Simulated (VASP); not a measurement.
# SnO in VASP: single point with PBE+D3(BJ)

Aim: the single point of SnO with PBE+D3(BJ).

All numbers are computed with VASP 6.6.1; they aren't measurements. Logs are shortened: lines on timing, memory, paths and dates and some standing lists are left out, and cuts for length are marked.

## 1. The cell of the first run

The cell holds a slab with vacuum, 8 atoms: a = 3.820 Å, b = 3.820 Å, c = 22.226 Å, α = 90.00°, β = 90.00°, γ = 90.00°.

## 2. Single point, PBE+D3(BJ)

Contents of INCAR:

```
ALGO = Normal
DIPOL = 0.5 0.5 0.395
EDIFF = 1E-6
ENCUT = 520
GGA = PE
IDIPOL = 3
ISIF = 2
ISMEAR = 0
IVDW = 12
LASPH = True
LCHARG = False
LDIPOL = True
LREAL = False
LWAVE = False
NBANDS = 50
NELM = 60
PREC = Accurate
SIGMA = 0.05
```

Contents of KPOINTS:

```
Automatic mesh
0
Gamma
  7 7 1
  0.5 0.5 0
```

Contents of POSCAR:

```
SnO
1.0
    3.8201526160      0.0002954389      0.0000000000
   -0.0003145156      3.8201526145      0.0000000000
    0.0000000000      0.0000000000     22.2260756252
Sn O
4 4
Direct
    0.9999453016      0.9999453016      0.2024648920
    0.4999453016      0.4999453016      0.3087831576
    0.4999453016      0.6249453016      0.4820031207
   -0.0000546984      0.1249453016      0.5883213864
    0.9999461184      0.4999461184      0.2556240248
    0.4999461184      0.9999461184      0.2556240248
    0.4999461184      0.1249461184      0.5351622535
   -0.0000538816      0.6249461184      0.5351622535
```

Potentials or basis: VASP PAW PBE potentials, release 64 (Sn_d, O).

On the command line:

```bash
$ cat potpaw_PBE.64/Sn_d/POTCAR potpaw_PBE.64/O/POTCAR > POTCAR
$ mpirun -np 1 vasp_std > vasp.out
```

OUTCAR:

```text
EDIFF = 1E-6
   ENCUT = 520
   GGA = PE
   ISIF = 2
   ISMEAR = 0
   IVDW = 12
   LASPH = True
   LREAL = False
   NELM = 60
   PREC = Accurate
 IVDW          = 12

 ion  position               nearest neighbor table
   1  1.000  1.000  0.202-   6 2.25   5 2.25   6 2.25   5 2.25   2 3.59   2 3.59   2 3.59   2 3.59

   2  0.500  0.500  0.309-   5 2.25   6 2.25   5 2.25   6 2.25   1 3.59   1 3.59   1 3.59   1 3.59

   3  0.500  0.625  0.482-   8 2.25   7 2.25   8 2.25   7 2.25   4 3.59   4 3.59   4 3.59   4 3.59

   4  1.000  0.125  0.588-   7 2.25   8 2.25   7 2.25   8 2.25   3 3.59   3 3.59   3 3.59   3 3.59

   5  1.000  0.500  0.256-   2 2.25   1 2.25   2 2.25   1 2.25
   6  0.500  1.000  0.256-   1 2.25   2 2.25   1 2.25   2 2.25
   7  0.500  0.125  0.535-   3 2.25   4 2.25   3 2.25   4 2.25
   8  1.000  0.625  0.535-   3 2.25   4 2.25   3 2.25   4 2.25

  LATTYP: Found a simple tetragonal cell.
 ALAT       =     3.8201526274
 C/A-ratio  =     5.8181119429

  Lattice vectors:

 A1 = (   3.8201526160,   0.0002954389,   0.0000000000)
 A2 = (  -0.0003145156,   3.8201526145,   0.0000000000)
 A3 = (   0.0000000000,   0.0000000000,  22.2260756252)

Analysis of symmetry for initial positions (statically):
=====================================================================
 Subroutine PRICEL returns:
 Original cell was already a primitive cell.

 Routine SETGRP: Setting up the symmetry group for a
 simple tetragonal supercell.

 Subroutine GETGRP returns: Found  4 space group operations
 (whereof  1 operations were pure point group operations)
 out of a pool of 16 trial point group operations.

The static configuration has the point symmetry C_1 .
 The point group associated with its full space group is C_2h.

Analysis of symmetry for dynamics (positions and initial velocities):
=====================================================================
 Subroutine PRICEL returns:
 Original cell was already a primitive cell.

 Routine SETGRP: Setting up the symmetry group for a
 simple tetragonal supercell.

 Subroutine GETGRP returns: Found  4 space group operations
 (whereof  1 operations were pure point group operations)
 out of a pool of 16 trial point group operations.

The dynamic configuration has the point symmetry C_1 .
 The point group associated with its full space group is C_2h.

 Subroutine INISYM returns: Found  4 space group operations
 (whereof  1 operations are pure point group operations),
 and found     1 'primitive' translations

----------------------------------------------------------------------------------------

                                     Primitive cell

  volume of cell :     324.3577

  direct lattice vectors                    reciprocal lattice vectors
     3.820152616  0.000295439  0.000000000     0.261769645  0.000021552  0.000000000
    -0.000314516  3.820152614  0.000000000    -0.000020244  0.261769645  0.000000000
     0.000000000  0.000000000 22.226075625     0.000000000  0.000000000  0.044992198

  length of vectors
     3.820152627  3.820152627 22.226075625     0.261769646  0.261769646  0.044992198

  position of ions in fractional coordinates (direct lattice)
     0.999945302  0.999945302  0.202464892
     0.499945302  0.499945302  0.308783158
     0.499945302  0.624945302  0.482003121
     0.999945302  0.124945302  0.588321386
     0.999946118  0.499946118  0.255624025
     0.499946118  0.999946118  0.255624025
     0.499946118  0.124946118  0.535162253
     0.999946118  0.624946118  0.535162253

  ion indices of the primitive-cell ions
   primitive index   ion index
                 1           1
                 2           2
                 3           3
                 4           4
                 5           5
                 6           6
                 7           7
                 8           8

----------------------------------------------------------------------------------------

 KPOINTS: Automatic mesh

Automatic generation of k-mesh.
 Grid dimensions read from file:
 generate k-points for:    7    7    1

 Generating k-lattice:

  Cartesian coordinates                     Fractional coordinates (reciprocal lattice)
     0.037395664  0.000003079  0.000000000     0.142857143 -0.000000000  0.000000000
    -0.000002892  0.037395664  0.000000000     0.000000000  0.142857143  0.000000000
     0.000000000  0.000000000  0.044992198     0.000000000  0.000000000  1.000000000

  Length of vectors
     0.037395664  0.037395664  0.044992198

  Shift w.r.t. Gamma in fractional coordinates (k-lattice)
     0.500000000  0.500000000  0.000000000

 Subroutine IBZKPT returns following result:
 ===========================================

 Found     16 irreducible k-points:

 Following reciprocal coordinates:
            Coordinates               Weight
  0.071429  0.071429  0.000000      4.000000
  0.214286  0.071429  0.000000      4.000000
 -0.071429  0.214286  0.000000      4.000000
  0.357143  0.071429  0.000000      4.000000
 -0.071429  0.357143  0.000000      4.000000
  0.500000  0.071429  0.000000      2.000000
[... 8 lines left out ...]
 -0.357143  0.500000  0.000000      2.000000
  0.500000  0.500000  0.000000      1.000000
   k-points           NKPTS =     16   k-points in BZ     NKDIM =     16   number of bands    NBANDS=     50
   number of dos      NEDOS =    301   number of ions     NIONS =      8
   total plane-waves  NPLWV = 131712
   dimension x,y,z NGX =    28 NGY =   28 NGZ =  168
   dimension x,y,z NGXF=    56 NGYF=   56 NGZF=  336
   ions per type =               4   4
   NGX,Y,Z   is equivalent  to a cutoff of  12.19, 12.19, 12.57 a.u.
   NGXF,Y,Z  is equivalent  to a cutoff of  24.37, 24.37, 25.13 a.u.
 SYSTEM =  unknown system
   PREC   = accura    normal or accurate (medium, high low for compatibility)
   ISTART =      0    job   : 0-new  1-cont  2-samecut
   ICHARG =      2    charge: 1-file 2-atom 10-const
   ISPIN  =      1    spin polarized calculation?
   LNONCOLLINEAR =      F non collinear calculations
   LSORBIT =      F    spin-orbit coupling
   LASPH  =      T    aspherical Exc in radial PAW
   ENCUT  =  520.0 eV  38.22 Ry    6.18 a.u.   7.10  7.10 41.33*2*pi/ulx,y,z
   NELM   =     60;   NELMIN=  2; NELMDL= -5     # of ELM steps
   EDIFF  = 0.1E-05   stopping-criterion for ELM
   LREAL  =      F    real-space projection
   EDIFFG = 0.1E-04   stopping-criterion for IOM
   NSW    =      0    number of steps for IOM
   IBRION =     -1    ionic relax: 0-MD 1-quasi-New 2-CG
   NFREE  =      0    steps in history (QN), initial steepest desc. (CG)
   ISIF   =      2    stress and relaxation
   ISYM   =      2    0-nonsym 1-usesym 2-fastsym
   POTIM  = 0.5000    time-step for ionic-motion
   TEBEG  =    0.0;   TEEND  =   0.0 temperature during run
   PSTRESS=    0.0 pullay stress
   NELECT =      80.0000    total number of electrons
   NUPDOWN=      -1.0000    fix difference up-down
   EMIN   =  10.00;   EMAX   =-10.00  energy-range for DOS
   EFERMI =   0.00;   METHOD = LEGACY
   ISMEAR =     0;   SIGMA  =   0.05  broadening in eV -4-tet -1-fermi 0-gaus
   EFERMI_NEDOS =   21; number of points for ismear=-14 and -15
   IALGO  =     38    algorithm
   IMIX   =      4    mixing-type and parameters
     AMIX     =   0.40;   BMIX     =  1.00
     AMIX_MAG =   1.60;   BMIX_MAG =  1.00
  volume/ion in A,a.u.               =      40.54       273.61
  Fermi-wavevector in a.u.,A,eV,Ry     =   1.026668  1.940121 14.341187  1.054047
  Thomas-Fermi vector in A             =   2.160573
   LORBIT       =      0    0 simple, 1 ext, 2 COOP (PROOUT), +10 PAW based schemes
   GGA     = PE    functional components
   LHFCALC =     F    Hartree Fock is set to
   AEXX    =    0.0000 exact exchange contribution
   IVDW    =    12    specifies the selected vdW correction
   LEPSILON=     F    determine dielectric tensor
   LRPA    =     F    only Hartree local field effects (RPA)
 non-spin polarized calculation
 Gauss-broadening in eV      SIGMA  =   0.05
  energy-cutoff  :      520.00
  volume of cell :      324.36
 maximum number of plane-waves:      8768
   NGX = 15   NGY = 15   NGZ = 83

 dipolmoment           0.000000      0.000000      0.000054 electrons x Angstroem

 number of electron      79.9999969 magnetization

 dipolmoment           0.000000      0.000000     -0.000004 electrons x Angstroem

 Free energy of the ion-electron system (eV)
  ---------------------------------------------------
  ext. energy  EPLUGINS =         0.00000000
  ---------------------------------------------------
  free energy    TOTEN  =       -45.04495620 eV

  energy without entropy =      -45.04495620  energy(sigma->0) =      -45.04495620

 E-fermi :   0.2713     XC(G=0):  -5.2650

 val. band max:       -0.0347981571   @ k =   0.2143   0.0714   0.0000
 cond. band min:       1.9453137858   @ k =   0.5000   0.0714   0.0000
 fundamental gap:      1.9801119429
 Fermi energy:         0.2713405978

 k-point     1 :       0.0714    0.0714    0.0000
  band No.  band energies     occupation
      1     -21.0281      2.00000
      2     -21.0278      2.00000
      3     -20.6688      2.00000
      4     -20.6686      2.00000
      5     -20.6384      2.00000
      6     -20.6370      2.00000
[... 42 lines left out ...]
     49       5.2847      0.00000
     50       5.3706      0.00000

 k-point     2 :       0.2143    0.0714    0.0000
  band No.  band energies     occupation
      1     -21.0117      2.00000
      2     -21.0114      2.00000
      3     -20.7163      2.00000
      4     -20.7147      2.00000
      5     -20.6454      2.00000
      6     -20.6447      2.00000
[... 42 lines left out ...]
     49       5.3105      0.00000
     50       5.4282      0.00000

 k-point     3 :      -0.0714    0.2143    0.0000
  band No.  band energies     occupation
      1     -21.0117      2.00000
      2     -21.0114      2.00000
      3     -20.7162      2.00000
      4     -20.7147      2.00000
      5     -20.6454      2.00000
      6     -20.6446      2.00000
[... 42 lines left out ...]
     49       5.3097      0.00000
     50       5.4369      0.00000

 k-point     4 :       0.3571    0.0714    0.0000
  band No.  band energies     occupation
      1     -20.9803      2.00000
      2     -20.9796      2.00000
      3     -20.8346      2.00000
      4     -20.8331      2.00000
      5     -20.6437      2.00000
      6     -20.6426      2.00000
[... 575 lines left out ...]
 k-point    15 :      -0.3571    0.5000    0.0000
  band No.  band energies     occupation
      1     -20.9635      2.00000
      2     -20.9633      2.00000
      3     -20.9618      2.00000
      4     -20.9617      2.00000
      5     -20.6380      2.00000
      6     -20.6379      2.00000
[... 42 lines left out ...]
     49       6.0942      0.00000
     50       6.1289      0.00000

 k-point    16 :       0.5000    0.5000    0.0000
  band No.  band energies     occupation
      1     -20.9748      2.00000
      2     -20.9743      2.00000
      3     -20.9730      2.00000
      4     -20.9728      2.00000
      5     -20.6398      2.00000
      6     -20.6397      2.00000
[... 42 lines left out ...]
     49       5.5706      0.00000
     50       5.9638      0.00000

------------------------ aborting loop because EDIFF is reached ----------------------------------------

 vacuum level on the upper side and lower side of the slab       (xc-potential included)        -0.139        -0.136

 Edisp (eV)   -1.26753

 E8    (eV) :    -0.5601

  FORCE on cell =-STRESS in cart. coord.  units (eV):
  Direction    XX          YY          ZZ          XY          YZ          ZX
  --------------------------------------------------------------------------------------
  -------------------------------------------------------------------------------------
  Total       0.40945     0.44839     1.23170    -0.00001     0.45368    -0.00004
  in kB       2.02248     2.21486     6.08402    -0.00003     2.24099    -0.00018
  external pressure =        3.44 kB  Pullay stress =        0.00 kB

 VOLUME and BASIS-vectors are now :
 -----------------------------------------------------------------------------
  energy-cutoff  :      520.00
  volume of cell :      324.36
      direct lattice vectors                 reciprocal lattice vectors
     3.820152616  0.000295439  0.000000000     0.261769645  0.000021552  0.000000000
    -0.000314516  3.820152614  0.000000000    -0.000020244  0.261769645  0.000000000
     0.000000000  0.000000000 22.226075625     0.000000000  0.000000000  0.044992198

 POSITION                                       TOTAL-FORCE (eV/Angst)
 -----------------------------------------------------------------------------------
      3.81963      3.82024      4.50000         0.000001     -0.008523     -0.081689
      1.90971      1.91002      6.86304         0.000005     -0.058027     -0.146435
      1.90967      2.38753     10.71304        -0.000005      0.058027      0.146435
      3.81990      0.47761     13.07608        -0.000001      0.008523      0.081689
      3.81979      1.91017      5.68152        -0.000001      0.017114     -0.009483
      1.90956      3.82009      5.68152         0.000003     -0.042384     -0.010452
      1.90983      0.47746     11.89456        -0.000003      0.042384      0.010452
      3.81975      2.38768     11.89456         0.000001     -0.017114      0.009483
 -----------------------------------------------------------------------------------
    total drift:                               -0.013975     -0.013978     -0.000235

  FREE ENERGIE OF THE ION-ELECTRON SYSTEM (eV)
  ---------------------------------------------------
  free  energy   TOTEN  =       -46.3124836563 eV

  energy  without entropy=      -46.3124836563  energy(sigma->0) =      -46.31248366

 vacuum level on the upper side and lower side of the slab         4.834         4.838
```

It took 4 min on 1 thread of AMD EPYC 7R13 (Zen 3), shared host; peak memory 0.42 GiB.

Results:

| Quantity | Value |
| --- | --- |
| Free energy | -46.3125 eV |
| Largest force | 0.158 eV/Å |
| Band gap on the k mesh | 1.98 eV, indirect (least direct gap 2.31 eV) |
| Dispersion energy per atom | -0.158 eV |

Forces on the atoms (eV/Å):
```
Sn   0.000 -0.009 -0.082
Sn   0.000 -0.058 -0.146
Sn   0.000  0.058  0.146
Sn   0.000  0.009  0.082
O    0.000  0.017 -0.009
O    0.000 -0.042 -0.010
O    0.000  0.042  0.010
O    0.000 -0.017  0.009
```

Caveat: spin-orbit coupling is left out, which moves the levels of the heavy elements.
